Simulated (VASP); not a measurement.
Crystal: TaB3Mo2.

```
Ta B Mo
1.0
     3.53042    0.00000    0.00000
    -1.76521    3.05743    0.00000
     0.00000    0.00000    5.91501
Ta B Mo
1 3 2
Direct
  0.00000 0.00000 0.00000
  0.66667 0.33333 0.34622
  0.33333 0.66667 0.65378
  0.00000 0.00000 0.50000
  0.66667 0.33333 0.70070
  0.33333 0.66667 0.29930
```

The cell was generated, and may not be a known phase.

```yaml
Program: VASP 6.6.1
Task: relaxation of cell and atoms
Functional: PBE
Potentials_or_basis: VASP PAW PBE potentials, release 64 (Ta_pv, B, Mo_sv)
Cutoff: 600 eV
k_mesh: 6 × 6 × 4
Occupations: gaussian, width 0.1 eV
Spin: no spin polarisation
```

At the start: pressure 37.3 GPa; volume 10.64 Å³/atom.

Where does the relaxation end?

Over 44 steps the energy falls by 1348.6 meV/atom and the volume is 11.42 Å³/atom (+7.3 %); space group P-3m1 (No. 164, to 0.1 Å) before and after.

The path:
```
step  energy change (eV)  largest force (eV/Å)  pressure (GPa)  volume (Å³)
   1              0.0000                2.6273           37.30        63.85
   3             -1.3018                2.1326           -6.62        74.97
   5             -2.2978                2.5299           -7.36        74.78
   7             -4.3448                2.4203           -5.27        72.43
   9             -5.2122                1.0635            1.15        68.97
  11             -5.2828                0.7008           -3.98        70.17
  13             -5.4398                0.5077            6.22        67.52
  15             -5.4599                0.3007           11.75        66.28
  17             -5.6008                0.2906           12.91        66.10
  19             -6.2902                2.6175           21.84        64.71
  21             -6.2604                3.7716           27.66        64.04
  23             -6.2302                4.3133           30.38        63.72
  25             -6.3734                4.6894           29.55        64.11
  27             -6.5485                5.0524           26.43        64.99
  29             -7.3662                3.1428            4.74        68.91
  31             -7.5410                1.9661           -8.64        72.15
  33             -7.6052                1.9397           -6.92        71.52
  35             -7.9663                1.0061            2.28        68.19
  37             -8.0430                0.5679            2.78        67.89
  39             -8.0820                0.3364           -0.03        68.56
  41             -8.0906                0.0946           -0.43        68.66
  43             -8.0912                0.0533            0.33        68.46
  44             -8.0915                0.0175            0.11        68.52
```

Final structure:
```cif
data_structure
_symmetry_space_group_name_H-M 'P 1'
_symmetry_Int_Tables_number 1
_cell_length_a 3.1838
_cell_length_b 3.1838
_cell_length_c 7.8050
_cell_angle_alpha 90.000
_cell_angle_beta 90.000
_cell_angle_gamma 120.000
_cell_volume 68.52
loop_
_atom_site_label
_atom_site_type_symbol
_atom_site_fract_x
_atom_site_fract_y
_atom_site_fract_z
_atom_site_occupancy
Ta1 Ta 0.00000 0.00000 0.00000 1
B1 B 0.66667 0.33333 0.17276 1
B2 B 0.33333 0.66667 0.82724 1
B3 B 0.00000 0.00000 0.50000 1
Mo1 Mo 0.66667 0.33333 0.66441 1
Mo2 Mo 0.33333 0.66667 0.33559 1
```

Caveat: a cell axis changed by over 15 % at a fixed basis, so the end point is rough.
